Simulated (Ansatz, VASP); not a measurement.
## One calculation of TiO3, two programs

File POSCAR:

```
TiO3
1.0
    3.3119204885      0.0000000000      0.0000000000
    0.0000000000      3.3119204885      0.0000000000
    0.0000000000      0.0000000000      3.3119204885
Ti O
1 3
Direct
    0.0000000000      0.0000000000      0.0000000000
    0.0000000000      0.5000000000      0.5000000000
    0.5000000000      0.0000000000      0.5000000000
    0.5000000000      0.5000000000      0.0000000000
```

Contents of INCAR.step1:

```
ALGO = Normal
EDIFF = 1E-4
ENCUT = 600
GGA = PE
ISMEAR = 0
LASPH = T
LCHARG = F
LREAL = F
LWAVE = T
NELM = 60
PREC = Accurate
SIGMA = 0.1
```

File INCAR.step2:

```
ALGO = Normal
EDIFF = 1E-6
EDIFFG = -0.04
ENCUT = 600
IBRION = 2
ISIF = 3
ISMEAR = 0
ISTART = 1
LASPH = T
LCHARG = F
LMIXTAU = T
LREAL = F
LWAVE = F
METAGGA = R2SCAN
NELM = 60
NSW = 90
PREC = Accurate
SIGMA = 0.1
```

The input KPOINTS:

```
k-points
0
Gamma
  6 6 6
```

Input for Ansatz:

```yaml
crystal:
  lattice:
    - [3.3119204885, 0.0, 0.0]
    - [0.0, 3.3119204885, 0.0]
    - [0.0, 0.0, 3.3119204885]
  atoms:
    - { symbol: Ti, position: [0.0, 0.0, 0.0] }
    - { symbol: O, position: [0.0, 0.5, 0.5] }
    - { symbol: O, position: [0.5, 0.0, 0.5] }
    - { symbol: O, position: [0.5, 0.5, 0.0] }
basis:
  ecutwfc: 500
kpoints:
  mp_grid: { grid: [6, 6, 6] }
hamiltonian:
  xc: r2scan
scf:
  occupations: { method: gaussian, width: 0.1 }
  lower_state_search: "off"
output:
  forces: true
  stress: true
  eigenvalues: true
relax:
  adjacent_minimum: "off"
  f_tol: 0.04
  max_steps: 70
  cell: { stress_tol: 0.4 }
```

Alike in both runs: task relaxation of cell and atoms; functional r2SCAN; k mesh 6 × 6 × 6; occupations gaussian, width 0.1 eV; no spin polarisation.

```csv
,VASP,Ansatz
version,VASP 6.6.1,Ansatz 0.2.0
potentials or method,"VASP PAW PBE potentials, release 64 (Ti_sv, O), cutoff 600 eV","scalar-relativistic, plane waves, PAW"
valence electrons in the cell,30,30
```

Ansatz gave:

```
gap on the k mesh at the Fermi level, each at its own relaxed structure (eV) : none
relaxed volume (Å³/atom)                                                     : 8.05
relaxed cell length with the largest relative difference (Å)                 : 3.182
```

Question: Which values does VASP return?

Answer: gap on the k mesh at the Fermi level, each at its own relaxed structure (eV): none; relaxed volume (Å³/atom): 8.09; relaxed cell length with the largest relative difference (Å): 3.186.

VASP's potentials were made for PBE, not for r2SCAN. A gap of «none» marks a metal or a gap that the smearing closes.
